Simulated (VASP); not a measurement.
A run of VASP 6.6.1:

The input POSCAR:

```
C
1.0
    0.0000000000      1.8369020000      1.7298980000
    1.8369020000      0.0000000000      1.7298980000
    1.8369020000      1.8369020000      0.0000000000
C
2
Direct
    0.5000000000      0.5000000000      0.5000000000
    0.7500000000      0.7500000000      0.7500000000
```

The input INCAR.step1:

```
SYSTEM = C
PREC = Accurate
ENCUT = 520
ISMEAR = 0
SIGMA = 0.05
LREAL = .FALSE.
LASPH = .TRUE.
NELM = 60
NBANDS = 11
GGA = PE
ALGO = Normal
EDIFF = 1E-4
LWAVE = .TRUE.
LCHARG = .FALSE.
```

INCAR.step2

```
SYSTEM = C
PREC = Accurate
ENCUT = 520
EDIFF = 1E-6
ISMEAR = 0
SIGMA = 0.05
LREAL = .FALSE.
LASPH = .TRUE.
NELM = 60
ALGO = Normal
ISIF = 2
LWAVE = .FALSE.
LCHARG = .FALSE.
METAGGA = R2SCAN
LMIXTAU = .TRUE.
NBANDS = 11
ISTART = 1
```

The input KPOINTS:

```
Automatic mesh
0
G
  12 12 12
  0 0 0
```

Potentials or basis: VASP PAW PBE potentials, release 64 (C).

Launch:

```sh
$ cat potpaw_PBE.64/C/POTCAR > POTCAR
$ cp INCAR.step1 INCAR
$ mpirun -np 1 vasp_std > vasp.out
$ cp INCAR.step2 INCAR
$ mpirun -np 1 vasp_std > vasp.out
```

Hardware: 1 thread of Intel Xeon 8259CL, on a shared host.

How long does it take, and how much memory?

Wall time 58 s on 1 thread of Intel Xeon 8259CL (shared host), peak memory 0.13 GiB. Counts: k points 163.
